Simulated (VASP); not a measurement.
A run of VASP 6.6.1 is set up as follows.

INCAR

```
PREC = Accurate
ENCUT = 600
EDIFF = 1E-6
ISMEAR = 0
SIGMA = 0.1
LREAL = False
LASPH = True
NELM = 120
ALGO = Normal
ISIF = 2
LWAVE = False
LCHARG = False
NBANDS = 19
GGA_COMPAT = False
```

Contents of KPOINTS:

```
Automatic mesh
0
Gamma
  6 6 6
```

File POSCAR:

```
CaF2
1.0
    0.0000000000      2.8019665862      2.8019665862
    2.8019665862      0.0000000000      2.8019665862
    2.8019665862      2.8019665862      0.0000000000
Ca F
1 2
Direct
    0.0000000000      0.0000000000      0.0000000000
    0.2500000000      0.2500000000      0.2500000000
    0.7500000000      0.7500000000      0.7500000000
```

Potentials or basis: VASP PAW LDA potentials, release 64 (Ca_sv, F).

Launch:

```bash
$ cat potpaw_LDA.64/Ca_sv/POTCAR potpaw_LDA.64/F/POTCAR > POTCAR
$ mpirun -np 1 vasp_std > vasp.out
```

Problem. What does it give for the pressure?

Solution. -10.8 GPa.

Problem. Estimate the band gap on the k mesh.

Solution. 6.47 eV (least direct gap 6.72 eV).

Caveat: the cell stands under tension. As with any semilocal functional, this LDA gap is likely too small.
